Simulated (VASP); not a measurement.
Set up this calculation in VASP 6.6.1, as the native input.

- Task: relaxation of cell and atoms
- Functional: LDA
- Potentials or basis: VASP PAW LDA potentials, release 64 (Mg)
- Cutoff: 600 eV
- k mesh: 20 × 20 × 20
- Occupations: gaussian, width 0.1 eV
- Spin: no spin polarisation
- Target pressure: 100 GPa
- Dipole correction: no
- Further INCAR settings: ALGO = Normal; EDIFF = 1e-06; IBRION = 2; EDIFFG = -0.004; NSW = 70; ISIF = 3

The structure of Mg lies in POSCAR:

```
Mg
1.0
   -1.4373059141      1.4373059141      1.4373059141
    1.4373059141     -1.4373059141      1.4373059141
    1.4373059141      1.4373059141     -1.4373059141
Mg
1
Direct
    0.0000000000      0.0000000000      0.0000000000
```

These files were run (other wordings do the same):

INCAR

```
PREC     = Accurate       # precision mode
ENCUT    = 600            # plane-wave cutoff, eV
EDIFF    = 1E-6           # SCF threshold, eV
ISMEAR   = 0              # smearing method
SIGMA    = 0.1            # smearing width, eV
LREAL    = False          # projectors in reciprocal space
LASPH    = True           # aspherical terms in the spheres
NELM     = 100            # most SCF steps
ALGO     = Normal         # electronic algorithm
ISIF     = 3              # what is computed and relaxed
LWAVE    = False          # write WAVECAR
LCHARG   = False          # write CHGCAR
GGA      = CA             # functional
IBRION   = 2              # ionic algorithm
NSW      = 70             # ionic steps
EDIFFG   = -0.004         # ionic threshold
PSTRESS  = 1000.0
```

KPOINTS

```
Automatic mesh
0
Gamma
  20 20 20
```

Potentials or basis: VASP PAW LDA potentials, release 64 (Mg).

Command:

```console
$ cat potpaw_LDA.64/Mg/POTCAR > POTCAR
$ mpirun -np 1 vasp_std > vasp.out
```

Results of the run:

```json
{
  "Relaxed volume": "10.99 Å³/atom",
  "Relaxed cell": "a = 2.426 Å, b = 2.426 Å, c = 2.426 Å, α = 109.47°, β = 109.47°, γ = 109.47°",
  "Space group after relaxing (to 0.05 Å)": "Im-3m (No. 229)",
  "Energy change on relaxing (the enthalpy is what falls)": "+482.7 meV/atom",
  "Ionic steps": "7",
  "Pressure after relaxing": "100.0 GPa",
  "Band gap on the k mesh": "zero (band 1 reaches 11.58 eV, above the bottom of band 2 at 6.83 eV)"
}
```

Caveat: the cell is relaxed towards a set pressure, so the enthalpy falls and the energy may rise.

It took 16 s on 1 thread of Intel(R) Xeon(R) 6975P-C (Granite Rapids) (shared host), peak memory 0.14 GiB.
